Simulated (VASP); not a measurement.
# In5Sb2As3 (Pmm2) in VASP: single point with PBE

Aim: the single point of In5Sb2As3 with PBE.

Everything below comes from runs of VASP 6.6.1. Logs are shortened: lines on timing, memory, paths and dates and some standing lists are left out, and cuts for length are marked.

### Step 1. The cell of the first run

Symmetry: Pmm2, No. 25, orthorhombic system. Conventional cell: a = 2.954 Å, b = 6.013 Å, c = 15.376 Å, α = 90.00°, β = 90.00°, γ = 90.00°. In (site symmetry mm2) has 4 In at 2.95 to 3.05 Å and 2 As at 3.02 Å within 3.9 Å. Within 3.9 Å of In (site symmetry mm2) lie 4 In at 2.95 to 3.12 Å and 2 Sb at 3.02 Å. In (site symmetry mm2) has 4 In at 2.95 to 3.12 Å and 2 As at 3.01 Å within 3.9 Å. Within 3.9 Å of In (site symmetry mm2) lie 4 In at 2.95 to 3.12 Å and 2 Sb at 3.02 Å. Within 3.9 Å of In (site symmetry mm2) lie 4 In at 2.95 to 3.05 Å and 2 As at 3.02 Å. Sb (site symmetry mm2) has 2 As at 2.86 to 3.58 Å and 2 Sb at 2.95 Å and 2 In at 3.02 Å within 3.8 Å. Within 3.8 Å of Sb (site symmetry mm2) lie 2 As at 2.86 to 3.60 Å and 2 Sb at 2.95 Å and 2 In at 3.02 Å. As (site symmetry mm2) has 2 Sb at 2.86 Å and 2 As at 2.95 Å and 2 In at 3.01 Å within 3.8 Å.

### Step 2. Single point, PBE

The input, INCAR:

```
SYSTEM = In5Sb2As3
PREC     = Accurate       ! precision mode
ENCUT    = 520            ! plane-wave cutoff, eV
EDIFF    = 1E-7           ! SCF threshold, eV
ISMEAR   = 0              ! smearing method
SIGMA    = 0.1            ! smearing width, eV
LREAL    = .FALSE.        ! projectors in reciprocal space
LASPH    = .TRUE.         ! aspherical terms in the spheres
NELM     = 80             ! most SCF steps
ALGO     = Fast           ! electronic algorithm
ISIF     = 2              ! what is computed and relaxed
LWAVE    = .FALSE.        ! write WAVECAR
LCHARG   = .TRUE.         ! write CHGCAR
GGA      = PE             ! functional
LELF     = .TRUE.         ! ELF
LVHAR    = .TRUE.       
NBANDS   = 56             ! bands
```

The input, KPOINTS:

```
regular mesh
0
G
  12 8 4
  0 0 0
```

The input, POSCAR:

```
In5Sb2As3
1.0
    2.9543964350      0.0000000000      0.0000000000
    0.0000000000      6.0133977520      0.0000000000
    0.0000000000      0.0000000000     15.3764910197
In Sb As
5 2 3
Direct
    0.0000000000      0.0000000000     -0.0257377311
    0.0000000000      0.0000000000      0.1725179428
    0.0000000000      0.0000000000      0.3751502384
    0.0000000000      0.0000000000      0.5778545872
    0.0000000000      0.0000000000      0.7761524399
    0.0000000000      0.5000000000      0.1887869434
    0.0000000000      0.5000000000      0.5603742007
    0.0000000000      0.5000000000      0.3746653749
    0.0000000000      0.5000000000      0.7945730043
    0.0000000000      0.5000000000      0.9556629997
```

Potentials or basis: VASP PAW PBE potentials, release 64 (In_d, Sb, As).

Launch:

```sh
> cat potpaw_PBE.64/In_d/POTCAR potpaw_PBE.64/Sb/POTCAR potpaw_PBE.64/As/POTCAR > POTCAR
> mpirun -np 1 vasp_std > vasp.out
```

OUTCAR:

```text
SYSTEM = In5Sb2As3
   PREC = Accurate
   ENCUT = 520
   EDIFF = 1E-7
   ISMEAR = 0
   LREAL = .FALSE.
   LASPH = .TRUE.
   NELM = 80
   ISIF = 2
   GGA = PE

 ion  position               nearest neighbor table
   1  0.000  0.000  0.974-  10 3.02  10 3.02   5 3.05   2 3.05
   2  0.000  0.000  0.173-   6 3.02   6 3.02   1 3.05   3 3.12
   3  0.000  0.000  0.375-   8 3.01   8 3.01   2 3.12   4 3.12
   4  0.000  0.000  0.578-   7 3.02   7 3.02   5 3.05   3 3.12
   5  0.000  0.000  0.776-   9 3.02   9 3.02   1 3.05   4 3.05
   6  0.000  0.500  0.189-   8 2.86   2 3.02   2 3.02
   7  0.000  0.500  0.560-   8 2.86   4 3.02   4 3.02
   8  0.000  0.500  0.375-   7 2.86   6 2.86   3 3.01   3 3.01
   9  0.000  0.500  0.795-  10 2.48   5 3.02   5 3.02
  10  0.000  0.500  0.956-   9 2.48   1 3.02   1 3.02

  LATTYP: Found a simple orthorhombic cell.
 ALAT       =     2.9543964350
 B/A-ratio  =     2.0354065151
 C/A-ratio  =     5.2046133138

  Lattice vectors:

 A1 = (   2.9543964350,   0.0000000000,   0.0000000000)
 A2 = (   0.0000000000,   6.0133977520,   0.0000000000)
 A3 = (   0.0000000000,   0.0000000000,  15.3764910197)

Analysis of symmetry for initial positions (statically):
=====================================================================
 Subroutine PRICEL returns:
 Original cell was already a primitive cell.

 Routine SETGRP: Setting up the symmetry group for a
 simple orthorhombic supercell.

 Subroutine GETGRP returns: Found  4 space group operations
 (whereof  4 operations were pure point group operations)
 out of a pool of  8 trial point group operations.

The static configuration has the point symmetry C_2v.

Analysis of symmetry for dynamics (positions and initial velocities):
=====================================================================
 Subroutine PRICEL returns:
 Original cell was already a primitive cell.

 Routine SETGRP: Setting up the symmetry group for a
 simple orthorhombic supercell.

 Subroutine GETGRP returns: Found  4 space group operations
 (whereof  4 operations were pure point group operations)
 out of a pool of  8 trial point group operations.

The dynamic configuration has the point symmetry C_2v.

 Subroutine INISYM returns: Found  4 space group operations
 (whereof  4 operations are pure point group operations),
 and found     1 'primitive' translations

----------------------------------------------------------------------------------------

                                     Primitive cell

  volume of cell :     273.1781

  direct lattice vectors                    reciprocal lattice vectors
     2.954396435  0.000000000  0.000000000     0.338478610  0.000000000  0.000000000
     0.000000000  6.013397752  0.000000000     0.000000000  0.166295336  0.000000000
     0.000000000  0.000000000 15.376491020     0.000000000  0.000000000  0.065034344

  length of vectors
     2.954396435  6.013397752 15.376491020     0.338478610  0.166295336  0.065034344

  position of ions in fractional coordinates (direct lattice)
     0.000000000  0.000000000  0.974262269
     0.000000000  0.000000000  0.172517943
     0.000000000  0.000000000  0.375150238
     0.000000000  0.000000000  0.577854587
     0.000000000  0.000000000  0.776152440
     0.000000000  0.500000000  0.188786943
     0.000000000  0.500000000  0.560374201
     0.000000000  0.500000000  0.374665375
     0.000000000  0.500000000  0.794573004
     0.000000000  0.500000000  0.955663000

  ion indices of the primitive-cell ions
   primitive index   ion index
                 1           1
                 2           2
                 3           3
                 4           4
                 5           5
                 6           6
                 7           7
                 8           8
                 9           9
                10          10

----------------------------------------------------------------------------------------

 KPOINTS: regular mesh

Automatic generation of k-mesh.
 Grid dimensions read from file:
 generate k-points for:   12    8    4

 Generating k-lattice:

  Cartesian coordinates                     Fractional coordinates (reciprocal lattice)
     0.028206551  0.000000000  0.000000000     0.083333333  0.000000000  0.000000000
     0.000000000  0.020786917  0.000000000     0.000000000  0.125000000  0.000000000
     0.000000000  0.000000000  0.016258586     0.000000000  0.000000000  0.250000000

  Length of vectors
     0.028206551  0.020786917  0.016258586

  Shift w.r.t. Gamma in fractional coordinates (k-lattice)
     0.000000000  0.000000000  0.000000000

 Subroutine IBZKPT returns following result:
 ===========================================

 Found    105 irreducible k-points:

 Following reciprocal coordinates:
            Coordinates               Weight
  0.000000  0.000000  0.000000      1.000000
  0.083333  0.000000  0.000000      2.000000
  0.166667  0.000000  0.000000      2.000000
  0.250000  0.000000  0.000000      2.000000
  0.333333  0.000000  0.000000      2.000000
  0.416667  0.000000  0.000000      2.000000
[... 16 lines left out ...]
  0.083333  0.375000  0.000000      4.000000
  0.166667  0.375000  0.000000      4.000000
 [... further k-points ...]
   k-points           NKPTS =    105   k-points in BZ     NKDIM =    105   number of bands    NBANDS=     56
   number of dos      NEDOS =    301   number of ions     NIONS =     10
   total plane-waves  NPLWV = 138240
   dimension x,y,z NGX =    24 NGY =   48 NGZ =  120
   dimension x,y,z NGXF=    48 NGYF=   96 NGZF=  240
   ions per type =               5   2   3
   NGX,Y,Z   is equivalent  to a cutoff of  13.50, 13.27, 12.97 a.u.
   NGXF,Y,Z  is equivalent  to a cutoff of  27.01, 26.54, 25.95 a.u.
 SYSTEM =  In5Sb2As3
   PREC   = accura    normal or accurate (medium, high low for compatibility)
   ISTART =      0    job   : 0-new  1-cont  2-samecut
   ICHARG =      2    charge: 1-file 2-atom 10-const
   ISPIN  =      1    spin polarized calculation?
   LNONCOLLINEAR =      F non collinear calculations
   LSORBIT =      F    spin-orbit coupling
   LASPH  =      T    aspherical Exc in radial PAW
   ENCUT  =  520.0 eV  38.22 Ry    6.18 a.u.   5.49 11.18 28.59*2*pi/ulx,y,z
   NELM   =     80;   NELMIN=  2; NELMDL= -5     # of ELM steps
   EDIFF  = 0.1E-06   stopping-criterion for ELM
   LREAL  =      F    real-space projection
   EDIFFG = 0.1E-05   stopping-criterion for IOM
   NSW    =      0    number of steps for IOM
   IBRION =     -1    ionic relax: 0-MD 1-quasi-New 2-CG
   NFREE  =      0    steps in history (QN), initial steepest desc. (CG)
   ISIF   =      2    stress and relaxation
   ISYM   =      2    0-nonsym 1-usesym 2-fastsym
   POTIM  = 0.5000    time-step for ionic-motion
   TEBEG  =    0.0;   TEEND  =   0.0 temperature during run
   PSTRESS=    0.0 pullay stress
   NELECT =      90.0000    total number of electrons
   NUPDOWN=      -1.0000    fix difference up-down
   EMIN   =  10.00;   EMAX   =-10.00  energy-range for DOS
   EFERMI =   0.00;   METHOD = LEGACY
   ISMEAR =     0;   SIGMA  =   0.10  broadening in eV -4-tet -1-fermi 0-gaus
   EFERMI_NEDOS =   21; number of points for ismear=-14 and -15
   IALGO  =     68    algorithm
   IMIX   =      4    mixing-type and parameters
     AMIX     =   0.40;   BMIX     =  1.00
     AMIX_MAG =   1.60;   BMIX_MAG =  1.00
  volume/ion in A,a.u.               =      27.32       184.35
  Fermi-wavevector in a.u.,A,eV,Ry     =   1.130682  2.136679 17.394247  1.278441
  Thomas-Fermi vector in A             =   2.267379
   LORBIT       =      0    0 simple, 1 ext, 2 COOP (PROOUT), +10 PAW based schemes
   GGA     = PE    functional components
   LHFCALC =     F    Hartree Fock is set to
   AEXX    =    0.0000 exact exchange contribution
   IVDW    =     0    specifies the selected vdW correction
   LEPSILON=     F    determine dielectric tensor
   LRPA    =     F    only Hartree local field effects (RPA)
 non-spin polarized calculation
 RMM-DIIS sequential band-by-band and
 Gauss-broadening in eV      SIGMA  =   0.10
  energy-cutoff  :      520.00
  volume of cell :      273.18
 maximum number of plane-waves:      7408
 NGX is ok and might be reduce to    24
   NGX = 11   NGY = 23   NGZ = 57

 number of electron      90.0000018 magnetization

 Free energy of the ion-electron system (eV)
  ---------------------------------------------------
  ext. energy  EPLUGINS =         0.00000000
  ---------------------------------------------------
  free energy    TOTEN  =       -34.05784854 eV

  energy without entropy =      -34.03666708  energy(sigma->0) =      -34.04725781

 E-fermi :   5.9362     XC(G=0):  -9.6715

 val. band max:        5.9336198953   @ k =   0.2500   0.5000   0.2500
 cond. band min:       5.9435135401   @ k =   0.0000   0.5000   0.2500
 fundamental gap:      0.0098936448
 Fermi energy:         5.9361748858

 k-point     1 :       0.0000    0.0000    0.0000
  band No.  band energies     occupation
      1      -9.0937      2.00000
      2      -9.0327      2.00000
      3      -9.0064      2.00000
      4      -8.9480      2.00000
      5      -8.9478      2.00000
      6      -8.8233      2.00000
[... 48 lines left out ...]
     55      11.4042      0.00000
     56      11.7343      0.00000

 k-point     2 :       0.0833    0.0000    0.0000
  band No.  band energies     occupation
      1      -9.0549      2.00000
      2      -8.9849      2.00000
      3      -8.9585      2.00000
      4      -8.9000      2.00000
      5      -8.8984      2.00000
      6      -8.8083      2.00000
[... 48 lines left out ...]
     55      10.7779      0.00000
     56      11.1550      0.00000
[... 1237 lines left out ...]
     55       9.8947      0.00000
     56      10.0177      0.00000

 k-point    24 :       0.1667    0.3750    0.0000
  band No.  band energies     occupation
      1      -8.9640      2.00000
      2      -8.8547      2.00000
      3      -8.8265      2.00000
      4      -8.7746      2.00000
      5      -8.7629      2.00000
      6      -8.7196      2.00000
[... 48 lines left out ...]
     55       9.7839      0.00000
     56       9.9293      0.00000

 [... further k-points ...]

------------------------ aborting loop because EDIFF is reached ----------------------------------------

  FORCE on cell =-STRESS in cart. coord.  units (eV):
  Direction    XX          YY          ZZ          XY          YZ          ZX
  --------------------------------------------------------------------------------------
  -------------------------------------------------------------------------------------
  Total       -0.0008489     -0.0089440      0.0896067      0.0000000      0.0000000      0.0000000
  in kB       -0.0049787     -0.0524563      0.5255393      0.0000000      0.0000000      0.0000000
  external PRESSURE =       0.1560348 kB  Pullay stress =       0.0000000 kB

 VOLUME and BASIS-vectors are now :
 -----------------------------------------------------------------------------
  energy-cutoff  :      520.00
  volume of cell :      273.18
      direct lattice vectors                 reciprocal lattice vectors
     2.954396435  0.000000000  0.000000000     0.338478610  0.000000000  0.000000000
     0.000000000  6.013397752  0.000000000     0.000000000  0.166295336  0.000000000
     0.000000000  0.000000000 15.376491020     0.000000000  0.000000000  0.065034344

 POSITION                                       TOTAL-FORCE (eV/Angst)
 -----------------------------------------------------------------------------------
      0.00000      0.00000     14.98074         0.000000      0.000000     -0.001321
      0.00000      0.00000      2.65272         0.000000      0.000000      0.003332
      0.00000      0.00000      5.76849         0.000000      0.000000      0.000009
      0.00000      0.00000      8.88538         0.000000      0.000000     -0.002307
      0.00000      0.00000     11.93450         0.000000      0.000000     -0.000225
      0.00000      3.00670      2.90288         0.000000      0.000000     -0.006372
      0.00000      3.00670      8.61659         0.000000      0.000000      0.008548
      0.00000      3.00670      5.76104         0.000000      0.000000      0.000500
      0.00000      3.00670     12.21774         0.000000      0.000000     -0.038611
      0.00000      3.00670     14.69474         0.000000      0.000000      0.036445
 -----------------------------------------------------------------------------------
    total drift:                                0.000000     -0.000000     -0.000117

  FREE ENERGIE OF THE ION-ELECTRON SYSTEM (eV)
  ---------------------------------------------------
  free  energy   TOTEN  =       -34.0578485375 eV

  energy  without entropy=      -34.0366670839  energy(sigma->0) =      -34.04725781
```

Wall time 61 min (1 thread of Oxide Virtual Turin-like, shared host); peak memory 1.2 GiB.

What came out:

* Free energy: -34.0578 eV
* Pressure: 0.0 GPa
* Largest force: 0.039 eV/Å
* Band gap on the k mesh: zero (bands 45 and 46 overlap by 2.91 eV)

Forces on the atoms (eV/Å):
```
In   0.000  0.000 -0.001
In   0.000  0.000  0.003
In   0.000  0.000  0.000
In   0.000  0.000 -0.002
In   0.000  0.000  0.000
Sb   0.000  0.000 -0.006
Sb   0.000  0.000  0.009
As   0.000  0.000  0.001
As   0.000  0.000 -0.039
As   0.000  0.000  0.036
```

Caveat: spin-orbit coupling is left out, which moves the levels of the heavy elements.
